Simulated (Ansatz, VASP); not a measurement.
## Two plane-wave programs on Ca3S

Contents of INCAR:

```
SYSTEM = Ca3S
  PREC = Accurate
  ENCUT = 600
  EDIFF = 1E-6
  ISMEAR = 0
  SIGMA = 0.1
  LREAL = .False.
  LASPH = .True.
  NELM = 100
  ALGO = Normal
  ISIF = 3
  LWAVE = .False.
  LCHARG = .False.
  GGA = PE
  IBRION = 2
  NSW = 100
  EDIFFG = -0.01
```

File KPOINTS:

```
Automatic mesh
0
Gamma
  10 10 10
  0 0 0
```

POSCAR

```
Ca3S
1.0
    4.9682681100      0.0000000000      0.0000000000
    0.0000000000      4.9682681100      0.0000000000
    0.0000000000      0.0000000000      4.9682681100
Ca S
3 1
Direct
    0.0000000000      0.5000000000      0.5000000000
    0.5000000000      0.0000000000      0.5000000000
    0.5000000000      0.5000000000      0.0000000000
    0.0000000000      0.0000000000      0.0000000000
```

Input for Ansatz:

```yaml
crystal:
  lattice:
    - [4.96826811, 0.0, 0.0]
    - [0.0, 4.96826811, 0.0]
    - [0.0, 0.0, 4.96826811]
  atoms:
    - { symbol: Ca, position: [0.0, 0.5, 0.5] }
    - { symbol: Ca, position: [0.5, 0.0, 0.5] }
    - { symbol: Ca, position: [0.5, 0.5, 0.0] }
    - { symbol: S, position: [0.0, 0.0, 0.0] }
basis:
  ecutwfc: 420
kpoints:
  mp_grid: { grid: [10, 10, 10] }
hamiltonian:
  xc: pbe
scf:
  occupations: { method: gaussian, width: 0.1 }
output:
  forces: true
  stress: true
  eigenvalues: true
relax:
  adjacent_minimum: "off"
  f_tol: 0.01
  max_steps: 80
  cell: { stress_tol: 0.05 }
```

Alike in both runs: task relaxation of cell and atoms; functional PBE; k mesh 10 × 10 × 10; occupations gaussian, width 0.1 eV; no spin polarisation.

```csv
,VASP,Ansatz
version,VASP 6.6.1,Ansatz 0.2.0
potentials or method,"VASP PAW PBE potentials, release 64 (Ca_sv, S), cutoff 600 eV","scalar-relativistic, plane waves, PAW"
valence electrons in the cell,36,36
```

|  | VASP | Ansatz | Ansatz less VASP |
| --- | --- | --- | --- |
| gap on the k mesh at the Fermi level, each at its own relaxed structure (eV) | none | none | - |
| relaxed volume (Å³/atom) | 30.71 | 30.66 | -0.047 |
| relaxed cell length with the largest relative difference (Å) | 4.971 | 4.968 | -0.0025 |

A gap of «none» marks a metal or a gap that the smearing closes.
